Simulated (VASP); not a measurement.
Write the native input for VASP 6.6.1 that does the following.

| Quantity | Value |
| --- | --- |
| Task | electric field gradients |
| Functional | PBE |
| Potentials or basis | VASP PAW PBE potentials, release 64 (Nb_sv) |
| Cutoff | 400 eV |
| k mesh | 14 × 14 × 14 |
| Occupations | fermi-dirac, width 0.05 eV |
| Spin | no spin polarisation |
| Dipole correction | no |
| Further INCAR settings | ALGO = Normal; EDIFF = 1e-08; NBANDS = 12 |

The structure of Nb lies in POSCAR:

```
Nb
1.0
   -1.6723326728      1.6723326728      1.6473105000
    1.6723326728     -1.6723326728      1.6473105000
    1.6723326728      1.6723326728     -1.6473105000
Nb
1
Direct
    0.0000000000      0.0000000000      0.0000000000
```

This cell differs from its parent crystal: z stretched by -1 % at fixed volume.

The input as run:

INCAR

```
SYSTEM = Nb
PREC = Accurate ; ENCUT = 400
EDIFF = 1E-8 ; ISMEAR = -1
SIGMA = 0.05 ; LREAL = .False.
LASPH = .True. ; NELM = 120
ALGO = Normal ; ISIF = 2
LWAVE = .False. ; LCHARG = .False.
GGA = PE ; LEFG = .True.
NBANDS = 12 ; GGA_COMPAT = .False.
```

KPOINTS

```
Automatic mesh
0
Gamma
  14 14 14
  0 0 0
```

Potentials or basis: VASP PAW PBE potentials, release 64 (Nb_sv).

Launch:

```console
$ cat potpaw_PBE.64/Nb_sv/POTCAR > POTCAR
$ mpirun -np 1 vasp_std > vasp.out
```

It gave:

```yaml
Pressure: -3.2 GPa
```

Caveat: without QUAD_EFG the Cq values of the log hold for a quadrupole moment of 1 mb, not for the nuclei.

Run time: 26 s on 1 thread of Intel(R) Xeon(R) Platinum 8375C CPU @ 2.90GHz (Ice Lake), on a shared host, peak memory 0.15 GiB.
